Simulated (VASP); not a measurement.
# TaSi2 (P6_222) in VASP: a series of runs

The runs below take TaSi2 through single point, relaxation of shape and atoms at fixed volume, with PBEsol.

All numbers are computed with VASP 6.6.1; they aren't measurements. Logs are shortened: lines on timing, memory, paths and dates and some standing lists are left out, and cuts for length are marked.

### 1 The cell of the first run

It takes space group P6_222 (No. 180, hexagonal). The conventional cell has a = 4.761 Å, b = 4.761 Å, c = 6.556 Å, α = 90.00°, β = 90.00°, γ = 120.00°. Within 3.4 Å of Ta (site symmetry 222) lie 10 Si at 2.60 to 2.81 Å and 4 Ta at 3.23 Å. Within 3.4 Å of Si (site symmetry 2) lie 9 Si at 2.55 to 3.31 Å and 5 Ta at 2.60 to 2.81 Å.

### 2 Single point, PBEsol

Contents of INCAR:

```
SYSTEM = TaSi2
  PREC = Accurate
  ENCUT = 520
  EDIFF = 1E-6
  ISMEAR = 0
  SIGMA = 0.15
  LREAL = .False.
  LASPH = .True.
  NELM = 80
  ALGO = Normal
  ISIF = 2
  LWAVE = .False.
  LCHARG = .True.
  GGA = PS
  LELF = .True.
  LVHAR = .True.
  NBANDS = 38
```

Contents of KPOINTS:

```
Automatic mesh
0
Gamma
  12 12 6
  0 0 0
```

Contents of POSCAR:

```
TaSi2
1.0
    4.7608595394      0.0000000000      0.0000000000
   -2.3804297697      4.1230253050      0.0000000000
    0.0000000000      0.0000000000      6.5557841079
Ta Si
3 6
Direct
    0.5000000000      0.0000000000      0.5000000000
    0.5000000000      0.5000000000      0.8333333333
    0.0000000000      0.5000000000      0.1666666667
    0.1592675424      0.3185350849      0.5000000000
    0.8407324576      0.1592675424      0.8333333333
    0.6814649151      0.8407324576      0.1666666667
    0.8407324576      0.6814649151      0.5000000000
    0.1592675424      0.8407324576      0.8333333333
    0.3185350849      0.1592675424      0.1666666667
```

Potentials or basis: VASP PAW PBE potentials, release 64 (Ta_pv, Si).

Run with:

```console
$ cat potpaw_PBE.64/Ta_pv/POTCAR potpaw_PBE.64/Si/POTCAR > POTCAR
$ mpirun -np 1 vasp_std > vasp.out
```

OUTCAR:

```text
SYSTEM = TaSi2
   PREC = Accurate
   ENCUT = 520
   EDIFF = 1E-6
   ISMEAR = 0
   LREAL = .False.
   LASPH = .True.
   NELM = 80
   ISIF = 2
   GGA = PS

 ion  position               nearest neighbor table
   1  0.500  0.000  0.500-   6 2.60   9 2.60   8 2.60   5 2.60   4 2.72   7 2.72   7 2.72   4 2.72
                             4 2.81   7 2.81   2 3.23   2 3.23   3 3.23   3 3.23
   2  0.500  0.500  0.833-   4 2.60   7 2.60   6 2.60   9 2.60   8 2.72   5 2.72   8 2.72   5 2.72
                             8 2.81   5 2.81   1 3.23   1 3.23   3 3.23   3 3.23
   3  0.000  0.500  0.167-   4 2.60   7 2.60   5 2.60   8 2.60   9 2.72   6 2.72   9 2.72   6 2.72
                             6 2.81   9 2.81   1 3.23   1 3.23   2 3.23   2 3.23
   4  0.159  0.319  0.500-   5 2.55   9 2.55   3 2.60   2 2.60   7 2.63   1 2.72   1 2.72   1 2.81
                             7 2.81   7 2.81
   5  0.841  0.159  0.833-   4 2.55   6 2.55   1 2.60   3 2.60   8 2.63   2 2.72   2 2.72   2 2.81
                             8 2.81   8 2.81
   6  0.681  0.841  0.167-   7 2.55   5 2.55   1 2.60   2 2.60   9 2.63   3 2.72   3 2.72   3 2.81
                             9 2.81   9 2.81
   7  0.841  0.681  0.500-   8 2.55   6 2.55   3 2.60   2 2.60   4 2.63   1 2.72   1 2.72   1 2.81
                             4 2.81   4 2.81
   8  0.159  0.841  0.833-   7 2.55   9 2.55   1 2.60   3 2.60   5 2.63   2 2.72   2 2.72   2 2.81
                             5 2.81   5 2.81
   9  0.319  0.159  0.167-   4 2.55   8 2.55   1 2.60   2 2.60   6 2.63   3 2.72   3 2.72   3 2.81
                             6 2.81   6 2.81

  LATTYP: Found a hexagonal cell.
 ALAT       =     4.7608595394
 C/A-ratio  =     1.3770169134

  Lattice vectors:

 A1 = (   4.7608595394,   0.0000000000,   0.0000000000)
 A2 = (  -2.3804297697,   4.1230253050,   0.0000000000)
 A3 = (   0.0000000000,   0.0000000000,   6.5557841079)

Analysis of symmetry for initial positions (statically):
=====================================================================
 Subroutine PRICEL returns:
 Original cell was already a primitive cell.

 Routine SETGRP: Setting up the symmetry group for a
 hexagonal supercell.

 Subroutine GETGRP returns: Found 12 space group operations
 (whereof  4 operations were pure point group operations)
 out of a pool of 24 trial point group operations.

The static configuration has the point symmetry D_2 .
 The point group associated with its full space group is D_6 .

Analysis of symmetry for dynamics (positions and initial velocities):
=====================================================================
 Subroutine PRICEL returns:
 Original cell was already a primitive cell.

 Routine SETGRP: Setting up the symmetry group for a
 hexagonal supercell.

 Subroutine GETGRP returns: Found 12 space group operations
 (whereof  4 operations were pure point group operations)
 out of a pool of 24 trial point group operations.

The dynamic configuration has the point symmetry D_2 .
 The point group associated with its full space group is D_6 .

 Subroutine INISYM returns: Found 12 space group operations
 (whereof  4 operations are pure point group operations),
 and found     1 'primitive' translations

----------------------------------------------------------------------------------------

                                     Primitive cell

  volume of cell :     128.6844

  direct lattice vectors                    reciprocal lattice vectors
     4.760859539  0.000000000  0.000000000     0.210046104  0.121270175  0.000000000
    -2.380429770  4.123025305  0.000000000     0.000000000  0.242540350  0.000000000
     0.000000000  0.000000000  6.555784108     0.000000000  0.000000000  0.152537055

  length of vectors
     4.760859539  4.760859539  6.555784108     0.242540350  0.242540350  0.152537055

  position of ions in fractional coordinates (direct lattice)
     0.500000000  0.000000000  0.500000000
     0.500000000  0.500000000  0.833333333
     0.000000000  0.500000000  0.166666667
     0.159267542  0.318535085  0.500000000
     0.840732458  0.159267542  0.833333333
     0.681464915  0.840732458  0.166666667
     0.840732458  0.681464915  0.500000000
     0.159267542  0.840732458  0.833333333
     0.318535085  0.159267542  0.166666667

  ion indices of the primitive-cell ions
   primitive index   ion index
                 1           1
                 2           2
                 3           3
                 4           4
                 5           5
                 6           6
                 7           7
                 8           8
                 9           9

----------------------------------------------------------------------------------------

 KPOINTS: Automatic mesh

Automatic generation of k-mesh.
 Grid dimensions read from file:
 generate k-points for:   12   12    6

 Generating k-lattice:

  Cartesian coordinates                     Fractional coordinates (reciprocal lattice)
     0.017503842  0.010105848  0.000000000     0.083333333  0.000000000  0.000000000
     0.000000000  0.020211696  0.000000000     0.000000000  0.083333333  0.000000000
     0.000000000  0.000000000  0.025422842     0.000000000  0.000000000  0.166666667

  Length of vectors
     0.020211696  0.020211696  0.025422842

  Shift w.r.t. Gamma in fractional coordinates (k-lattice)
     0.000000000  0.000000000  0.000000000

 Subroutine IBZKPT returns following result:
 ===========================================

 Found     76 irreducible k-points:

 Following reciprocal coordinates:
            Coordinates               Weight
  0.000000  0.000000  0.000000      1.000000
  0.083333 -0.000000  0.000000      6.000000
  0.166667  0.000000  0.000000      6.000000
  0.250000 -0.000000  0.000000      6.000000
  0.333333 -0.000000  0.000000      6.000000
  0.416667 -0.000000  0.000000      6.000000
[... 16 lines left out ...]
  0.250000 -0.000000  0.166667     12.000000
  0.333333 -0.000000  0.166667     12.000000
 [... further k-points ...]
   k-points           NKPTS =     76   k-points in BZ     NKDIM =     76   number of bands    NBANDS=     38
   number of dos      NEDOS =    301   number of ions     NIONS =      9
   total plane-waves  NPLWV =  64800
   dimension x,y,z NGX =    36 NGY =   36 NGZ =   50
   dimension x,y,z NGXF=    72 NGYF=   72 NGZF=  100
   ions per type =               3   6
   NGX,Y,Z   is equivalent  to a cutoff of  12.57, 12.57, 12.68 a.u.
   NGXF,Y,Z  is equivalent  to a cutoff of  25.14, 25.14, 25.36 a.u.
 SYSTEM =  TaSi2
   PREC   = accura    normal or accurate (medium, high low for compatibility)
   ISTART =      0    job   : 0-new  1-cont  2-samecut
   ICHARG =      2    charge: 1-file 2-atom 10-const
   ISPIN  =      1    spin polarized calculation?
   LNONCOLLINEAR =      F non collinear calculations
   LSORBIT =      F    spin-orbit coupling
   LASPH  =      T    aspherical Exc in radial PAW
   ENCUT  =  520.0 eV  38.22 Ry    6.18 a.u.   8.85  8.85 12.19*2*pi/ulx,y,z
   NELM   =     80;   NELMIN=  2; NELMDL= -5     # of ELM steps
   EDIFF  = 0.1E-05   stopping-criterion for ELM
   LREAL  =      F    real-space projection
   EDIFFG = 0.1E-04   stopping-criterion for IOM
   NSW    =      0    number of steps for IOM
   IBRION =     -1    ionic relax: 0-MD 1-quasi-New 2-CG
   NFREE  =      0    steps in history (QN), initial steepest desc. (CG)
   ISIF   =      2    stress and relaxation
   ISYM   =      2    0-nonsym 1-usesym 2-fastsym
   POTIM  = 0.5000    time-step for ionic-motion
   TEBEG  =    0.0;   TEEND  =   0.0 temperature during run
   PSTRESS=    0.0 pullay stress
   NELECT =      57.0000    total number of electrons
   NUPDOWN=      -1.0000    fix difference up-down
   EMIN   =  10.00;   EMAX   =-10.00  energy-range for DOS
   EFERMI =   0.00;   METHOD = LEGACY
   ISMEAR =     0;   SIGMA  =   0.15  broadening in eV -4-tet -1-fermi 0-gaus
   EFERMI_NEDOS =   21; number of points for ismear=-14 and -15
   IALGO  =     38    algorithm
   IMIX   =      4    mixing-type and parameters
     AMIX     =   0.40;   BMIX     =  1.00
     AMIX_MAG =   1.60;   BMIX_MAG =  1.00
  volume/ion in A,a.u.               =      14.30        96.49
  Fermi-wavevector in a.u.,A,eV,Ry     =   1.247933  2.358251 21.188838  1.557336
  Thomas-Fermi vector in A             =   2.382042
   LORBIT       =      0    0 simple, 1 ext, 2 COOP (PROOUT), +10 PAW based schemes
   GGA     = PS    functional components
   LHFCALC =     F    Hartree Fock is set to
   AEXX    =    0.0000 exact exchange contribution
   IVDW    =     0    specifies the selected vdW correction
   LEPSILON=     F    determine dielectric tensor
   LRPA    =     F    only Hartree local field effects (RPA)
 non-spin polarized calculation
 Gauss-broadening in eV      SIGMA  =   0.15
  energy-cutoff  :      520.00
  volume of cell :      128.68
 maximum number of plane-waves:      3501
 NGX is ok and might be reduce to    36

 number of electron      57.0000000 magnetization

 Free energy of the ion-electron system (eV)
  ---------------------------------------------------
  ext. energy  EPLUGINS =         0.00000000
  ---------------------------------------------------
  free energy    TOTEN  =       -77.36502608 eV

  energy without entropy =      -77.32498679  energy(sigma->0) =      -77.34500644

 E-fermi :   9.3958     XC(G=0): -12.2048

 val. band max:        9.3841147663   @ k =   0.1667   0.0000   0.3333
 cond. band min:       9.4029513918   @ k =   0.3333   0.0833   0.5000
 fundamental gap:      0.0188366255
 Fermi energy:         9.3957859990

 k-point     1 :       0.0000    0.0000    0.0000
  band No.  band energies     occupation
      1     -24.8939      2.00000
      2     -24.8939      2.00000
      3     -24.8886      2.00000
      4     -24.8179      2.00000
      5     -24.8179      2.00000
      6     -24.7229      2.00000
[... 30 lines left out ...]
     37      13.3446      0.00000
     38      13.4956      0.00000

 k-point     2 :       0.0833   -0.0000    0.0000
  band No.  band energies     occupation
      1     -24.9067      2.00000
      2     -24.8954      2.00000
      3     -24.8764      2.00000
      4     -24.8188      2.00000
      5     -24.8171      2.00000
      6     -24.7247      2.00000
[... 30 lines left out ...]
     37      13.3047      0.00000
     38      13.3329      0.00000

 k-point     3 :       0.1667    0.0000    0.0000
  band No.  band energies     occupation
      1     -24.9208      2.00000
      2     -24.8992      2.00000
      3     -24.8645      2.00000
      4     -24.8211      2.00000
      5     -24.8146      2.00000
      6     -24.7270      2.00000
[... 30 lines left out ...]
     37      13.1768      0.00000
     38      13.3650      0.00000

 k-point     4 :       0.2500   -0.0000    0.0000
  band No.  band energies     occupation
      1     -24.9328      2.00000
      2     -24.9042      2.00000
      3     -24.8564      2.00000
      4     -24.8242      2.00000
      5     -24.8105      2.00000
      6     -24.7278      2.00000
[... 30 lines left out ...]
     37      13.1486      0.00000
     38      13.4841      0.00000
[... 703 lines left out ...]
      4     -24.8249      2.00000
      5     -24.8136      2.00000
      6     -24.7388      2.00000
[... 30 lines left out ...]
     37      13.2353      0.00000
     38      13.5359      0.00000

 k-point    23 :       0.2500   -0.0000    0.1667
  band No.  band energies     occupation
      1     -24.9323      2.00000
      2     -24.9086      2.00000
      3     -24.8469      2.00000
      4     -24.8299      2.00000
      5     -24.8064      2.00000
      6     -24.7413      2.00000
[... 30 lines left out ...]
     37      13.4233      0.00000
     38      13.5251      0.00000

 k-point    24 :       0.3333   -0.0000    0.1667
  band No.  band energies     occupation
      1     -24.9377      2.00000
      2     -24.9159      2.00000
      3     -24.8452      2.00000
      4     -24.8349      2.00000
      5     -24.7998      2.00000
      6     -24.7424      2.00000
[... 30 lines left out ...]
     37      13.4936      0.00000
     38      13.7318      0.00000

 [... further k-points ...]

------------------------ aborting loop because EDIFF is reached ----------------------------------------

  FORCE on cell =-STRESS in cart. coord.  units (eV):
  Direction    XX          YY          ZZ          XY          YZ          ZX
  --------------------------------------------------------------------------------------
  -------------------------------------------------------------------------------------
  Total        0.2274808      0.2274808      0.3702066     -0.0000000     -0.0000000      0.0000000
  in kB        2.8322351      2.8322351      4.6092341     -0.0000000     -0.0000000      0.0000000
  external PRESSURE =       3.4245681 kB  Pullay stress =       0.0000000 kB

 VOLUME and BASIS-vectors are now :
 -----------------------------------------------------------------------------
  energy-cutoff  :      520.00
  volume of cell :      128.68
      direct lattice vectors                 reciprocal lattice vectors
     4.760859539  0.000000000  0.000000000     0.210046104  0.121270175  0.000000000
    -2.380429770  4.123025305  0.000000000     0.000000000  0.242540350  0.000000000
     0.000000000  0.000000000  6.555784108     0.000000000  0.000000000  0.152537055

 POSITION                                       TOTAL-FORCE (eV/Angst)
 -----------------------------------------------------------------------------------
      2.38043      0.00000      3.27789        -0.000000     -0.000000     -0.000000
      1.19021      2.06151      5.46315        -0.000000     -0.000000      0.000000
     -1.19021      2.06151      1.09263        -0.000000     -0.000000     -0.000000
     -0.00000      1.31333      3.27789        -0.000000      0.005655     -0.000000
      3.62348      0.65666      5.46315        -0.004897      0.002827     -0.000000
      1.24305      3.46636      1.09263        -0.004897     -0.002827     -0.000000
      2.38043      2.80970      3.27789        -0.000000     -0.005655     -0.000000
     -1.24305      3.46636      5.46315         0.004897     -0.002827     -0.000000
      1.13738      0.65666      1.09263         0.004897      0.002827     -0.000000
 -----------------------------------------------------------------------------------
    total drift:                               -0.000000     -0.000000     -0.000000

  FREE ENERGIE OF THE ION-ELECTRON SYSTEM (eV)
  ---------------------------------------------------
  free  energy   TOTEN  =       -77.3650260827 eV

  energy  without entropy=      -77.3249867947  energy(sigma->0) =      -77.34500644
```

It took 2.8 min on 1 thread of Intel Xeon 6975P-C (Granite Rapids), shared host; peak memory 0.43 GiB.

Results:

| Quantity | Value |
| --- | --- |
| Free energy | -77.3650 eV |
| Pressure | 0.3 GPa |
| Largest force | 0.006 eV/Å |
| Band gap on the k mesh | zero (an odd number of electrons rules out a gap without spin polarisation) |

Forces in eV/Å, atoms in the order of the input:
```
Ta   0.000  0.000  0.000
Ta   0.000  0.000  0.000
Ta   0.000  0.000  0.000
Si   0.000  0.006  0.000
Si  -0.005  0.003  0.000
Si  -0.005 -0.003  0.000
Si   0.000 -0.006  0.000
Si   0.005 -0.003  0.000
Si   0.005  0.003  0.000
```

Caveat: the PAW data sets were made with another functional, which shifts forces and pressure a little; spin-orbit coupling is left out, which moves the levels of the heavy elements.

### 3 Single point, PBEsol

This run uses another cell than the first one: it holds 18 atoms, not 9.

Contents of INCAR:

```
SYSTEM = TaSi2
PREC = Accurate
ENCUT = 520
EDIFF = 1E-6
ISMEAR = 0
SIGMA = 0.15
LREAL = Auto
LASPH = .TRUE.
NELM = 60
ALGO = Normal
ISIF = 2
LWAVE = .FALSE.
LCHARG = .FALSE.
GGA = PS
NBANDS = 72
```

Contents of KPOINTS:

```
regular mesh
0
G
  9 9 3
  0 0 0
```

Contents of POSCAR:

```
TaSi2
1.0
   -4.7608595400      0.0000000000      0.0000000000
   -2.3804297700     -4.1230253055      0.0000000000
    0.0000000000      0.0000000000     13.1115682148
Ta Si
6 12
Direct
    0.5000000000      1.0000000000      0.2500000000
    0.5000000000      1.0000000000      0.7500000000
    0.0000000000      0.5000000000      0.4166666667
    0.0000000000      0.5000000000      0.9166666667
    0.5000000000      0.5000000000      0.0833333333
    0.5000000000      0.5000000000      0.5833333333
    0.1592675414      0.6814649172      0.2500000000
    0.1592675414      0.6814649172      0.7500000000
    0.3185350828      0.8407324586      0.4166666667
    0.3185350828      0.8407324586      0.9166666667
    0.1592675414      0.1592675414      0.0833333333
    0.1592675414      0.1592675414      0.5833333333
    0.8407324586      0.3185350828      0.2500000000
    0.8407324586      0.3185350828      0.7500000000
    0.6814649172      0.1592675414      0.4166666667
    0.6814649172      0.1592675414      0.9166666667
    0.8407324586      0.8407324586      0.0833333333
    0.8407324586      0.8407324586      0.5833333333
```

Potentials or basis: VASP PAW PBE potentials, release 64 (Ta_pv, Si).

Run with:

```console
$ cat potpaw_PBE.64/Ta_pv/POTCAR potpaw_PBE.64/Si/POTCAR > POTCAR
$ mpirun -np 1 vasp_std > vasp.out
```

Run time: 6.2 min. Hardware: 1 thread of Intel Xeon 6975P-C (Granite Rapids), shared host; peak memory 0.49 GiB.

Results (log left out):

```yaml
Free_energy: -154.7295 eV
Pressure: 0.4 GPa
Largest_force: 0.004 eV/Å
Band_gap_on_the_k_mesh: zero (bands 57 and 58 overlap by 0.59 eV)
```

Forces in eV/Å, atoms in the order of the input:
```
Ta   0.000  0.000  0.000
Ta   0.000  0.000  0.000
Ta   0.000  0.000  0.000
Ta   0.000  0.000  0.000
Ta   0.000  0.000  0.000
Ta   0.000  0.000  0.000
Si   0.000  0.004  0.000
Si   0.000  0.004  0.000
Si  -0.004  0.002  0.000
Si  -0.004  0.002  0.000
Si  -0.004 -0.002  0.000
Si  -0.004 -0.002  0.000
Si   0.000 -0.004  0.000
Si   0.000 -0.004  0.000
Si   0.004 -0.002  0.000
Si   0.004 -0.002  0.000
Si   0.004  0.002  0.000
Si   0.004  0.002  0.000
```

Stress tensor (GPa, compression positive):
```
0.27 0.00 0.00
0.00 0.27 0.00
0.00 0.00 0.52
```

Levels at points of the mesh, in eV from the Fermi level:
```
           k point  band 53  band 54  band 55  band 56  band 57  band 58  band 59  band 60  band 61  band 62
(0.00, 0.00, 0.00)    -2.22    -1.98    -1.77    -1.77    -1.48     0.70     1.11     1.11     2.69     2.69
```

Caveat: the PAW data sets were made with another functional, which shifts forces and pressure a little; spin-orbit coupling is left out, which moves the levels of the heavy elements.

[end of part 1 of 2]
